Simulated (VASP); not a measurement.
Wanted: the native input for a VASP 6.6.1 run.

| Item | Value |
| --- | --- |
| Task | relaxation of cell and atoms |
| Functional | PBEsol |
| Potentials or basis | VASP PAW PBE potentials, release 64 (Br) |
| Cutoff | 600 eV |
| k mesh | 7 × 7 × 3 |
| Occupations | fermi-dirac, width 0.05 eV |
| Spin | no spin polarisation |
| Dipole correction | no |
| Further INCAR settings | ALGO = Normal; EDIFF = 1e-06; IBRION = 2; EDIFFG = -0.01; NSW = 60; ISIF = 3 |

The structure of Br lies in POSCAR:

```
Br
1.0
    3.3632500000     -2.3225500000      0.0000000000
    3.3632500000      2.3225500000      0.0000000000
    0.0000000000      0.0000000000      8.7023000000
Br
4
Direct
    0.3651000000      0.6349000000      0.3901000000
    0.1349000000      0.8651000000      0.8901000000
    0.6349000000      0.3651000000      0.6099000000
    0.8651000000      0.1349000000      0.1099000000
```

These files were run (other wordings do the same):

INCAR

```
SYSTEM = Br
PREC = Accurate
ENCUT = 600
EDIFF = 1E-6
ISMEAR = -1
SIGMA = 0.05
LREAL = .False.
LASPH = .True.
NELM = 100
ALGO = Normal
ISIF = 3
LWAVE = .False.
LCHARG = .False.
GGA = PS
IBRION = 2
NSW = 60
EDIFFG = -0.01
```

KPOINTS

```
Automatic mesh
0
Gamma
  7 7 3
  0 0 0
```

Potentials or basis: VASP PAW PBE potentials, release 64 (Br).

Launch:

```console
$ cat potpaw_PBE.64/Br/POTCAR > POTCAR
$ mpirun -np 1 vasp_std > vasp.out
```

Results of the run:

* Relaxed volume: 30.81 Å³/atom
* Relaxed cell: a = 4.113 Å, b = 4.113 Å, c = 8.516 Å, α = 90.00°, β = 90.00°, γ = 58.81°
* Space group after relaxing (to 0.1 Å): Cmce (No. 64)
* Energy gained by relaxing: 61.3 meV/atom
* Ionic steps: 24
* Pressure after relaxing: 0.0 GPa
* Band gap on the k mesh: 1.24 eV (least direct gap 1.30 eV)

Caveat: this functional lacks dispersion, which holds the molecules together, so the pressure and a relaxed volume are unreliable; the PAW data sets were made with another functional, which shifts forces and pressure a little; an odd mesh through Γ misses points on the zone boundary, where band edges can lie.

Run time: 8.8 min on 1 thread of Intel(R) Xeon(R) 6975P-C (Granite Rapids) (shared host), peak memory 0.34 GiB.
